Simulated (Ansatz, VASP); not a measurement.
## H4NF in VASP and in Ansatz

```
H N F
1.0
     4.40061    0.00000    0.00000
    -2.20031    3.81104    0.00000
     0.00000    0.00000    7.13972
H N F
8 2 2
Direct
  0.33333 0.66667 0.22623
  0.66667 0.33333 0.72623
  0.46410 0.53590 0.42342
  0.92819 0.46410 0.92342
  0.46410 0.92819 0.42342
  0.53590 0.46410 0.92342
  0.07181 0.53590 0.42342
  0.53590 0.07181 0.92342
  0.33333 0.66667 0.37426
  0.66667 0.33333 0.87426
  0.33333 0.66667 0.99775
  0.66667 0.33333 0.49775
```

Alike in both runs: functional PBEsol; k mesh 6 × 6 × 4; occupations gaussian, width 0.02 eV; no spin polarisation.

Ansatz relaxed the structure, and its values are those at the end. VASP's run is a single point on that final structure, the one shown.

|  | VASP | Ansatz |
| --- | --- | --- |
| version | VASP 6.6.1 | Ansatz 0.2.0 |
| potentials or method | VASP PAW PBE potentials, release 64 (H, N, F), cutoff 520 eV | scalar-relativistic, plane waves, PAW |
| valence electrons in the cell | 32 | 32 |

```tsv
	VASP	Ansatz	Ansatz less VASP
gap on the k mesh at the Fermi level (eV)	6.18	6.19	+0.003
least direct gap on the mesh (eV)	6.47	6.48	+0.003
pressure (GPa)	-0.2	0.0	+0.22
rms of the force components (eV/Å)	0.008	0.002	-0.0059
```

VASP's potentials were made for PBE, not for PBEsol. Ansatz's warnings: xc potential rough in thin density.
